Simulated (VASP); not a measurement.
# GaSi16 (a cell with a defect) in VASP: a series of runs, part 2 of 2

VASP 6.6.1. Earlier steps stand in the parts before.

## Step 3: Single point, PBE+D3(BJ), collinear spin, zero start

INCAR reads:

```
SYSTEM = GaSi16
ALGO     = Normal         ! electronic algorithm
EDIFF    = 1E-7           ! SCF threshold, eV
ENCUT    = 520            ! plane-wave cutoff, eV
GGA      = PE             ! functional
ISIF     = 2              ! what is computed and relaxed
ISMEAR   = 0              ! smearing method
ISPIN    = 2              ! spin polarisation
IVDW     = 12             ! dispersion correction
LASPH    = .TRUE.         ! aspherical terms in the spheres
LCHARG   = .TRUE.         ! write CHGCAR
LELF     = .TRUE.         ! ELF
LORBIT   = 11             ! projections on sites
LREAL    = Auto         
LVHAR    = .TRUE.       
LWAVE    = .FALSE.        ! write WAVECAR
MAGMOM   = 0 0 0 0 0 0 0 0 0 0 0 0 0 0 0 0 0 ! initial moments
NBANDS   = 56             ! bands
NELM     = 150            ! most SCF steps
PREC     = Accurate       ! precision mode
SIGMA    = 0.02           ! smearing width, eV
```

KPOINTS reads:

```
k-points
0
G
  2 2 2
  0 0 0
```

POSCAR reads:

```
GaSi16
1.0
    0.0000000000      5.4300000000      5.4300000000
    5.4300000000      0.0000000000      5.4300000000
    5.4300000000      5.4300000000      0.0000000000
Si Ga
16 1
Direct
    0.0173728361      0.0169505525     -0.0516575506
    0.1148169429      0.1144103131      0.1138990792
   -0.0034606814     -0.0038750460      0.4937686004
    0.1404514733      0.1400120626      0.5791275322
   -0.0173185083      0.5048212707      0.0072993554
    0.1148063536      0.6565032228      0.1139256906
   -0.0034701657      0.5131629834      0.4938167587
    0.1145853591      0.6250750460      0.6349080110
    0.5052332413     -0.0177126151      0.0072866483
    0.6569114180      0.1144127072      0.1138981584
    0.5136099448     -0.0038755064      0.4937661142
    0.6254851750      0.1141883057      0.6348809392
    0.5052373849      0.5048202578      0.0072994475
    0.6119417127      0.6115382136      0.1646175875
    0.4870933702      0.4866869245      0.5391662983
    0.6254710866      0.6250751381      0.6349077348
    0.2732844383      0.2728930939      1.1805746777
```

Potentials or basis: VASP PAW PBE potentials, release 64 (Si, Ga_d).

The run is started by

```sh
cat potpaw_PBE.64/Si/POTCAR potpaw_PBE.64/Ga_d/POTCAR > POTCAR
mpirun -np 1 vasp_std > vasp.out
```

OUTCAR:

```text
SYSTEM = GaSi16
   EDIFF = 1E-7
   ENCUT = 520
   GGA = PE
   ISIF = 2
   ISMEAR = 0
   ISPIN = 2
   IVDW = 12
   LASPH = .TRUE.
   LORBIT = 11
   LREAL = Auto
   NELM = 150
   PREC = Accurate
 IVDW          = 12

 ion  position               nearest neighbor table
   1  0.017  0.017  0.948-   6 2.28   2 2.28  10 2.28   4 2.31
   2  0.115  0.114  0.114-   1 2.28   3 2.38  17 2.44   5 2.45   9 2.45
   3  0.997  0.996  0.494-   8 2.33  12 2.33   4 2.35   2 2.38  17 3.02
   4  0.140  0.140  0.579-   1 2.31   7 2.35  11 2.35   3 2.35  17 2.50
   5  0.983  0.505  0.007-  14 2.34   8 2.34   2 2.45   6 2.45  17 2.56
   6  0.115  0.657  0.114-   1 2.28   7 2.38  17 2.44  13 2.45   5 2.45
   7  0.997  0.513  0.494-  16 2.33   8 2.33   4 2.35   6 2.38  17 3.02
   8  0.115  0.625  0.635-   3 2.33   7 2.33   5 2.34  15 2.34
   9  0.505  0.982  0.007-  14 2.34  12 2.34  10 2.45   2 2.45  17 2.56
  10  0.657  0.114  0.114-   1 2.28  11 2.38  17 2.44  13 2.45   9 2.45
  11  0.514  0.996  0.494-  16 2.33  12 2.33   4 2.35  10 2.38  17 3.02
  12  0.625  0.114  0.635-  11 2.33   3 2.33   9 2.34  15 2.34
  13  0.505  0.505  0.007-  14 2.34  16 2.34  10 2.45   6 2.45  17 2.56
  14  0.612  0.612  0.165-   5 2.34  13 2.34   9 2.34  15 2.35
  15  0.487  0.487  0.539-  12 2.34  16 2.34   8 2.34  14 2.35
  16  0.625  0.625  0.635-  11 2.33   7 2.33  13 2.34  15 2.34
  17  0.273  0.273  0.181-   6 2.44   2 2.44  10 2.44   4 2.50   5 2.56  13 2.56   9 2.56   3 3.02
                            11 3.02   7 3.02

  LATTYP: Found a face centered cubic cell.
 ALAT       =    10.8600000000

  Lattice vectors:

 A1 = (   0.0000000000,   5.4300000000,   5.4300000000)
 A2 = (   5.4300000000,   0.0000000000,   5.4300000000)
 A3 = (   5.4300000000,   5.4300000000,   0.0000000000)

Analysis of symmetry for initial positions (statically):
=====================================================================
 Subroutine PRICEL returns:
 Original cell was already a primitive cell.

 Routine SETGRP: Setting up the symmetry group for a
 face centered cubic supercell.

 Subroutine GETGRP returns: Found  2 space group operations
 (whereof  1 operations were pure point group operations)
 out of a pool of 48 trial point group operations.

The static configuration has the point symmetry C_1 .
 The point group associated with its full space group is C_1h.

Analysis of symmetry for dynamics (positions and initial velocities):
=====================================================================
 Subroutine PRICEL returns:
 Original cell was already a primitive cell.

 Routine SETGRP: Setting up the symmetry group for a
 face centered cubic supercell.

 Subroutine GETGRP returns: Found  2 space group operations
 (whereof  1 operations were pure point group operations)
 out of a pool of 48 trial point group operations.

The dynamic configuration has the point symmetry C_1 .
 The point group associated with its full space group is C_1h.

Analysis of structural, dynamic, and magnetic symmetry:
=====================================================================
 Subroutine PRICEL returns:
 Original cell was already a primitive cell.

 Routine SETGRP: Setting up the symmetry group for a
 face centered cubic supercell.

 Subroutine GETGRP returns: Found  2 space group operations
 (whereof  1 operations were pure point group operations)
 out of a pool of 48 trial point group operations.

The overall configuration has the point symmetry C_1 .
 The point group associated with its full space group is C_1h.

 Subroutine INISYM returns: Found  2 space group operations
 (whereof  1 operations are pure point group operations),
[... 126 lines left out ...]
     AMIX     =   0.40;   BMIX     =  1.00
     AMIX_MAG =   1.60;   BMIX_MAG =  1.00
  volume/ion in A,a.u.               =      18.84       127.11
  Fermi-wavevector in a.u.,A,eV,Ry     =   1.018033  1.923804 14.100962  1.036391
  Thomas-Fermi vector in A             =   2.151468
   LORBIT       =     11    0 simple, 1 ext, 2 COOP (PROOUT), +10 PAW based schemes
   GGA     = PE    functional components
   LHFCALC =     F    Hartree Fock is set to
   AEXX    =    0.0000 exact exchange contribution
   IVDW    =    12    specifies the selected vdW correction
   LEPSILON=     F    determine dielectric tensor
   LRPA    =     F    only Hartree local field effects (RPA)
 spin polarized calculation
 Gauss-broadening in eV      SIGMA  =   0.02
  energy-cutoff  :      520.00
  volume of cell :      320.21
 maximum number of plane-waves:      8646
 NGX is ok and might be reduce to    60
   NGX = 29   NGY = 29   NGZ = 29

 number of electron      77.0000004 magnetization       0.0000009

 number of electron      77.0000004 magnetization      -0.0000005

 Free energy of the ion-electron system (eV)
  ---------------------------------------------------
  ext. energy  EPLUGINS =         0.00000000
  ---------------------------------------------------
  free energy    TOTEN  =       -85.47241260 eV

  energy without entropy =      -85.47170638  energy(sigma->0) =      -85.47205949

 E-fermi :   6.9137     XC(G=0):  -9.7399

 val. band max:        6.8896842134   @ k =   0.0000   0.0000   0.5000
 cond. band min:       6.9419902495   @ k =   0.0000   0.0000   0.0000
 fundamental gap:      0.0523060361
 Fermi energy:         6.9137417957

 spin component 1

 k-point     1 :       0.0000    0.0000    0.0000
  band No.  band energies     occupation
      1      -8.6368      1.00000
      2      -8.6368      1.00000
      3      -8.5991      1.00000
      4      -8.5623      1.00000
      5      -8.5623      1.00000
      6      -6.1126      1.00000
[... 307 lines left out ...]
     49      10.3655      0.00000
     50      10.3792      0.00000
 Fermi energy:         6.9137417957

 spin component 2

 k-point     1 :       0.0000    0.0000    0.0000
  band No.  band energies     occupation
      1      -8.6368      1.00000
      2      -8.6368      1.00000
      3      -8.5991      1.00000
      4      -8.5623      1.00000
      5      -8.5623      1.00000
      6      -6.1126      1.00000
[... 307 lines left out ...]
     49      10.3655      0.00000
     50      10.3792      0.00000
 [bands above 50 left out]

------------------------ aborting loop because EDIFF is reached ----------------------------------------

 Edisp (eV)   -5.62305

 E8    (eV) :    -2.3451

  FORCE on cell =-STRESS in cart. coord.  units (eV):
  Direction    XX          YY          ZZ          XY          YZ          ZX
  --------------------------------------------------------------------------------------
  -------------------------------------------------------------------------------------
  Total       5.87654     5.87866     5.87866    -1.46190     1.45782     1.46190
  in kB      29.40376    29.41436    29.41436    -7.31472     7.29433     7.31472
  external pressure =       29.41 kB  Pullay stress =        0.00 kB

 VOLUME and BASIS-vectors are now :
 -----------------------------------------------------------------------------
  energy-cutoff  :      520.00
  volume of cell :      320.21
      direct lattice vectors                 reciprocal lattice vectors
     0.000000000  5.430000000  5.430000000    -0.092081031  0.092081031  0.092081031
     5.430000000  0.000000000  5.430000000     0.092081031 -0.092081031  0.092081031
     5.430000000  5.430000000  0.000000000     0.092081031  0.092081031 -0.092081031

 POSITION                                       TOTAL-FORCE (eV/Angst)
 -----------------------------------------------------------------------------------
      5.24154      5.24383      0.18638         0.039115      0.038783     -0.038783
      1.23972      1.24193      1.24470        -0.003695     -0.003476      0.024748
      8.09012      8.09237     10.82017         0.000682      0.001022      0.018187
      3.90493      3.90731      1.52292         0.060557      0.059627     -0.059627
      2.78081      5.37560      8.07714        -0.032806      0.016815      0.033884
      4.18343      1.24202      4.18821        -0.023599     -0.003285      0.003285
[... 9 lines left out ...]
      6.84171      6.84386      6.79047        -0.042338     -0.041558     -0.035503
      2.46233      2.46445      2.96574         0.195879      0.195801     -0.195801
 -----------------------------------------------------------------------------------
    total drift:                               -0.001461     -0.005588     -0.009748

  FREE ENERGIE OF THE ION-ELECTRON SYSTEM (eV)
  ---------------------------------------------------
  free  energy   TOTEN  =       -91.0954577968 eV

  energy  without entropy=      -91.0947515694  energy(sigma->0) =      -91.09510468

 total charge

# of ion       s       p       d       tot
------------------------------------------
    1        0.766   0.978   0.000   1.744
    2        0.763   0.920   0.000   1.683
    3        0.748   0.939   0.000   1.687
    4        0.748   0.952   0.000   1.701
    5        0.748   0.920   0.000   1.669
    6        0.763   0.920   0.000   1.683
[... 9 lines left out ...]
   16        0.742   0.958   0.000   1.700
   17        1.063   0.771  10.048  11.882
--------------------------------------------------
tot         13.070  15.816  10.048  38.934

 magnetization (x)

# of ion       s       p       d       tot
------------------------------------------
    1       -0.000  -0.000   0.000  -0.000
    2       -0.000  -0.000   0.000  -0.000
    3        0.000   0.000   0.000   0.000
    4        0.000  -0.000   0.000  -0.000
    5        0.000   0.000   0.000   0.000
    6        0.000  -0.000   0.000  -0.000
[... 9 lines left out ...]
   16       -0.000  -0.000   0.000  -0.000
   17       -0.000  -0.000  -0.000  -0.000
--------------------------------------------------
tot          0.000   0.000  -0.000   0.000
```

Wall time 13 min (1 thread of AMD EPYC 7R13, shared host); peak memory 0.67 GiB.

Results:

```yaml
Free_energy: -91.0955 eV
Pressure: 2.9 GPa
Largest_force: 0.339 eV/Å
Net_moment: 0.00 μB per cell
Valence_electrons_inside_the_program's_atomic_spheres: Si 1.74, 1.68, 1.69, 1.70, 1.67; Ga 11.88
Dispersion_energy_per_atom: -0.331 eV
```

Forces in eV/Å, atoms in the order of the input:
```
Si   0.039  0.039 -0.039
Si  -0.004 -0.003  0.025
Si   0.001  0.001  0.018
Si   0.061  0.060 -0.060
Si  -0.033  0.017  0.034
Si  -0.024 -0.003  0.003
Si  -0.019  0.000  0.000
Si  -0.042  0.036  0.042
Si   0.016 -0.033  0.033
Si  -0.004 -0.025  0.003
Si   0.001 -0.018 -0.001
Si   0.036 -0.041  0.041
Si  -0.033 -0.034 -0.017
Si  -0.061 -0.061  0.061
Si  -0.087 -0.087  0.087
Si  -0.042 -0.042 -0.036
Ga   0.196  0.196 -0.196
```

Stress tensor (GPa, compression positive):
```
 2.94 -0.73  0.73
-0.73  2.94  0.73
 0.73  0.73  2.94
```

Caveat: the k points lie up to 0.50 Å⁻¹ apart.

## Step 4: Single point, PBE+D3(BJ), collinear spin, zero start

INCAR reads:

```
SYSTEM = GaSi16
ALGO     = Normal         ! electronic algorithm
EDIFF    = 1E-6           ! SCF threshold, eV
ENCUT    = 520            ! plane-wave cutoff, eV
GGA      = PE             ! functional
ISIF     = 2              ! what is computed and relaxed
ISMEAR   = 0              ! smearing method
ISPIN    = 2              ! spin polarisation
IVDW     = 12             ! dispersion correction
LASPH    = .True.         ! aspherical terms in the spheres
LCHARG   = .False.        ! write CHGCAR
LORBIT   = 11             ! projections on sites
LREAL    = Auto         
LWAVE    = .False.        ! write WAVECAR
MAGMOM   = 0 0 0 0 0 0 0 0 0 0 0 0 0 0 0 0 0 ! initial moments
NBANDS   = 56             ! bands
NELM     = 150            ! most SCF steps
PREC     = Accurate       ! precision mode
SIGMA    = 0.02           ! smearing width, eV
```

KPOINTS reads:

```
k-points
0
Gamma
  2 2 2
  0 0 0
```

POSCAR reads:

```
GaSi16
1.0
    0.0000000000      5.4300000000      5.4300000000
    5.4300000000      0.0000000000      5.4300000000
    5.4300000000      5.4300000000      0.0000000000
Si Ga
16 1
Direct
    0.0091686004      0.0087947514     -0.0270776243
    0.1172162983      0.1170360037      0.1175061694
   -0.0025722836     -0.0028929098      0.4978069061
    0.1300787293      0.1296573665      0.6102512891
   -0.0100048803      0.5034328729      0.0028776243
    0.1172974217      0.6479281768      0.1174871087
   -0.0025668508      0.5073265193      0.4978500921
    0.1225294659      0.6237574586      0.6297143646
    0.5037353591     -0.0102968692      0.0028650092
    0.6482941989      0.1170102210      0.1175151934
    0.5077164825     -0.0028953039      0.4977964088
    0.6240741252      0.1222439227      0.6296402394
    0.5037331492      0.5034327808      0.0028762431
    0.6175184162      0.6171694291      0.1478445672
    0.4937774401      0.4934746777      0.5190102210
    0.6240408840      0.6237670350      0.6296983425
    0.2613680479      0.2609890424      1.2163306630
```

Potentials or basis: VASP PAW PBE potentials, release 64 (Si, Ga_d).

The run is started by

```sh
cat potpaw_PBE.64/Si/POTCAR potpaw_PBE.64/Ga_d/POTCAR > POTCAR
mpirun -np 1 vasp_std > vasp.out
```

OUTCAR:

```text
SYSTEM = GaSi16
   EDIFF = 1E-6
   ENCUT = 520
   GGA = PE
   ISIF = 2
   ISMEAR = 0
   ISPIN = 2
   IVDW = 12
   LASPH = .True.
   LORBIT = 11
   LREAL = Auto
   NELM = 150
   PREC = Accurate
 IVDW          = 12

 ion  position               nearest neighbor table
   1  0.009  0.009  0.973-   6 2.27   2 2.27  10 2.27   4 2.27
   2  0.117  0.117  0.118-   1 2.27   3 2.39   5 2.43   9 2.43  17 2.43
   3  0.997  0.997  0.498-   8 2.34  12 2.34   4 2.37   2 2.39  17 2.87
   4  0.130  0.130  0.610-   1 2.27  11 2.37   3 2.37   7 2.37  17 2.47
   5  0.990  0.503  0.003-  14 2.34   8 2.34   2 2.43   6 2.43  17 2.64
   6  0.117  0.648  0.117-   1 2.27   7 2.39   5 2.43  13 2.43  17 2.43
   7  0.997  0.507  0.498-   8 2.34  16 2.34   4 2.37   6 2.39  17 2.87
   8  0.123  0.624  0.630-  15 2.33   5 2.34   3 2.34   7 2.34
[... 1114 lines left out ...]
      2.74927      5.39130      8.10931        -0.026186     -0.000393      0.026651
      4.15621      1.27488      4.15517        -0.019314      0.017143     -0.015720
[... 9 lines left out ...]
      6.80632      6.80780      6.77560        -0.028925     -0.024546     -0.001863
      2.59185      2.59390      2.83640         0.072010      0.072154     -0.072159
 -----------------------------------------------------------------------------------
    total drift:                               -0.000606      0.000619     -0.001306

  FREE ENERGIE OF THE ION-ELECTRON SYSTEM (eV)
  ---------------------------------------------------
  free  energy   TOTEN  =       -91.2347114518 eV

  energy  without entropy=      -91.2345954973  energy(sigma->0) =      -91.23465347

 total charge

# of ion       s       p       d       tot
------------------------------------------
    1        0.758   1.000   0.000   1.758
    2        0.760   0.933   0.000   1.693
    3        0.745   0.934   0.000   1.680
    4        0.749   0.955   0.000   1.704
    5        0.747   0.924   0.000   1.671
    6        0.760   0.933   0.000   1.693
[... 9 lines left out ...]
   16        0.745   0.956   0.000   1.701
   17        1.080   0.725  10.055  11.861
--------------------------------------------------
tot         13.063  15.842  10.055  38.960

 magnetization (x)

# of ion       s       p       d       tot
------------------------------------------
    1        0.000   0.001   0.000   0.002
    2        0.000  -0.003   0.000  -0.003
    3       -0.003   0.001   0.000  -0.002
    4        0.000  -0.003   0.000  -0.003
    5       -0.005   0.001   0.000  -0.004
    6        0.000  -0.003   0.000  -0.003
[... 9 lines left out ...]
   16       -0.000  -0.002   0.000  -0.002
   17        0.001   0.000  -0.000   0.001
--------------------------------------------------
tot         -0.022  -0.012  -0.000  -0.035
```

stdout:

```text
POSCAR found type information on POSCAR SiGa
 POSCAR found :  2 types and      17 ions
 scaLAPACK will be used
 LDA part: xc-table for (Slater+PW92), standard interpolation
 POSCAR, INCAR and KPOINTS ok, starting setup
 FFT: planning ... GRIDC
 FFT: planning ... GRID_SOFT
 FFT: planning ... GRID
 WAVECAR not read
 entering main loop
```

It took 17 min on 1 thread of AMD EPYC 7R13, shared host; peak memory 0.69 GiB.

What came out:

```
Free energy                                           : -91.2347 eV
Pressure                                              : 3.2 GPa
Largest force                                         : 0.125 eV/Å
Net moment                                            : -0.25 μB per cell
Valence electrons inside the program's atomic spheres : Si 1.76, 1.69, 1.68, 1.70, 1.67; Ga 11.86
Dispersion energy per atom                            : -0.331 eV
```

Forces on the atoms (eV/Å):
```
Si   0.047  0.047 -0.047
Si   0.011  0.017  0.023
Si   0.010  0.010  0.011
Si   0.065  0.062 -0.063
Si  -0.026  0.000  0.027
Si  -0.019  0.017 -0.016
Si  -0.012  0.009 -0.009
Si  -0.029  0.001  0.026
Si   0.001 -0.028  0.027
Si   0.011 -0.024 -0.015
Si   0.010 -0.011 -0.010
Si   0.005 -0.024  0.025
Si  -0.026 -0.027  0.000
Si  -0.039 -0.044  0.043
Si  -0.052 -0.053  0.053
Si  -0.029 -0.025 -0.002
Ga   0.072  0.072 -0.072
```

Levels at points of the mesh, in eV from the Fermi level:
Spin up:
| k point | band 34 | band 35 | band 36 | band 37 | band 38 | band 39 | band 40 | band 41 | band 42 | band 43 |
| --- | --- | --- | --- | --- | --- | --- | --- | --- | --- | --- |
| (0.00, 0.00, 0.00) | -1.78 | -1.72 | -0.76 | -0.70 | -0.70 | -0.27 | -0.14 | -0.14 | 0.03 | 0.04 |
| (0.50, 0.00, 0.00) | -1.57 | -1.48 | -1.46 | -1.45 | -1.01 | 0.16 | 0.55 | 0.71 | 0.83 | 0.87 |
| (0.00, 0.50, 0.00) | -1.57 | -1.48 | -1.46 | -1.45 | -1.01 | 0.16 | 0.54 | 0.71 | 0.82 | 0.87 |
| (0.00, 0.00, 0.50) | -1.45 | -1.45 | -1.44 | -1.44 | -1.14 | 0.09 | 0.52 | 0.52 | 0.97 | 0.97 |
| (0.50, 0.50, 0.50) | -1.57 | -1.48 | -1.46 | -1.45 | -1.01 | 0.16 | 0.54 | 0.71 | 0.83 | 0.87 |
| (0.50, 0.50, 0.00) | -2.10 | -2.08 | -1.98 | -1.91 | -0.63 | 0.26 | 1.07 | 1.23 | 1.35 | 1.41 |
| (0.00, 0.50, 0.50) | -2.10 | -2.08 | -1.98 | -1.91 | -0.63 | 0.26 | 1.07 | 1.23 | 1.35 | 1.41 |
| (0.50, 0.00, 0.50) | -2.10 | -2.08 | -1.98 | -1.91 | -0.63 | 0.26 | 1.07 | 1.23 | 1.35 | 1.41 |
Spin down:
```csv
k point,band 34,band 35,band 36,band 37,band 38,band 39,band 40,band 41,band 42,band 43
"(0.00, 0.00, 0.00)",-1.80,-1.72,-0.76,-0.71,-0.71,-0.28,-0.15,-0.15,-0.04,-0.03
"(0.50, 0.00, 0.00)",-1.58,-1.49,-1.47,-1.45,-1.02,0.14,0.51,0.66,0.79,0.83
"(0.00, 0.50, 0.00)",-1.58,-1.49,-1.47,-1.45,-1.02,0.14,0.51,0.66,0.79,0.83
"(0.00, 0.00, 0.50)",-1.46,-1.46,-1.45,-1.45,-1.15,0.08,0.49,0.49,0.95,0.95
"(0.50, 0.50, 0.50)",-1.58,-1.49,-1.47,-1.45,-1.02,0.14,0.51,0.66,0.79,0.83
"(0.50, 0.50, 0.00)",-2.11,-2.09,-1.99,-1.92,-0.65,0.23,1.05,1.21,1.33,1.39
"(0.00, 0.50, 0.50)",-2.11,-2.09,-1.99,-1.92,-0.65,0.23,1.05,1.21,1.33,1.39
"(0.50, 0.00, 0.50)",-2.11,-2.09,-1.99,-1.92,-0.65,0.23,1.05,1.21,1.33,1.39
```

Caveat: the k points lie up to 0.50 Å⁻¹ apart.
